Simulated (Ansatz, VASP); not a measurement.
**One calculation of LiF, two programs**

```
Li F
1.0
     3.02227    0.00000    0.00000
    -1.51114    2.61736    0.00000
     0.00000    0.00000    5.03389
Li F
2 2
Direct
  0.33333 0.66667 0.38107
  0.66667 0.33333 0.88107
  0.33333 0.66667 0.99393
  0.66667 0.33333 0.49393
```

Alike in both runs: task single point; functional PBE; k mesh 9 × 9 × 6; occupations gaussian, width 0.05 eV; no spin polarisation.

|  | VASP | Ansatz |
| --- | --- | --- |
| version | VASP 6.6.1 | Ansatz 0.2.0 |
| potentials or method | VASP PAW PBE potentials, release 64 (Li_sv, F), cutoff 520 eV | scalar-relativistic, plane waves, PAW |
| valence electrons in the cell | 20 | 20 |

|  | VASP | Ansatz | Ansatz less VASP |
| --- | --- | --- | --- |
| gap on the k mesh at the Fermi level (eV) | 7.86 | 7.87 | +0.013 |
| least direct gap on the mesh (eV) | 7.86 | 7.87 | +0.013 |
| rms of the force components (eV/Å) | 0.112 | 0.106 | -0.0062 |

Atom by atom the forces differ by 0.006 eV/Å (rms over components).

Noted on VASP's run: the cutoff is short for stress, so the pressure is rough.
